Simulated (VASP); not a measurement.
Wanted: the native input for a VASP 6.6.1 run.

```yaml
Task: single point
Functional: r2SCAN
Potentials_or_basis: VASP PAW PBE potentials, release 64 (N, B)
Cutoff: 520 eV
k_mesh: 13 × 13 × 9
Occupations: fermi-dirac, width 0.05 eV
Spin: no spin polarisation
Dipole_correction: no
Further_INCAR_settings: ALGO = Normal; EDIFF = 1e-07; NBANDS = 11
```

The system is BN.

```
CELL_PARAMETERS angstrom
2.49121 0.00000 0.00000
-1.23834 2.16163 0.00000
-0.62643 -1.08081 3.00225
ATOMIC_POSITIONS crystal
N 0.66851 0.33238 0.98500
B 0.97964 0.98350 0.00181
```

One way to write it, as run:

POSCAR

```
BN
1.0
    2.4912079273      0.0000000000      0.0000000000
   -1.2383433262      2.1616250238      0.0000000000
   -0.6264323005     -1.0808125118      3.0022538854
N B
1 1
Direct
    0.6685060000      0.3323850000      0.9849990000
    0.9796430000      0.9834990000      0.0018060000
```

INCAR.step1

```
PREC = Accurate
ENCUT = 520
ISMEAR = -1
SIGMA = 0.05
LREAL = F
LASPH = T
NELM = 60
NBANDS = 11
GGA = PE
ALGO = Normal
EDIFF = 1E-4
LWAVE = T
LCHARG = F
```

INCAR.step2

```
PREC = Accurate
ENCUT = 520
EDIFF = 1E-7
ISMEAR = -1
SIGMA = 0.05
LREAL = F
LASPH = T
NELM = 60
ALGO = Normal
ISIF = 2
LWAVE = F
LCHARG = F
METAGGA = R2SCAN
LMIXTAU = T
NBANDS = 11
ISTART = 1
```

KPOINTS

```
regular mesh
0
Gamma
  13 13 9
```

Potentials or basis: VASP PAW PBE potentials, release 64 (N, B).

Command:

```bash
$ cat potpaw_PBE.64/N/POTCAR potpaw_PBE.64/B/POTCAR > POTCAR
$ cp INCAR.step1 INCAR
$ mpirun -np 1 vasp_std > vasp.out
$ cp INCAR.step2 INCAR
$ mpirun -np 1 vasp_std > vasp.out
```

Results of the run:

The pressure is 6.9 GPa and the largest force is 2.853 eV/Å. The band gap on the k mesh is 3.31 eV (least direct gap 5.27 eV).

Caveat: the cell stands under pressure; the PAW data sets were made with another functional, which shifts forces and pressure a little; an odd mesh through Γ misses points on the zone boundary, where band edges can lie.

It took 5.5 min on 1 thread of Intel(R) Xeon(R) Platinum 8488C (Sapphire Rapids) (shared host), peak memory 0.23 GiB.
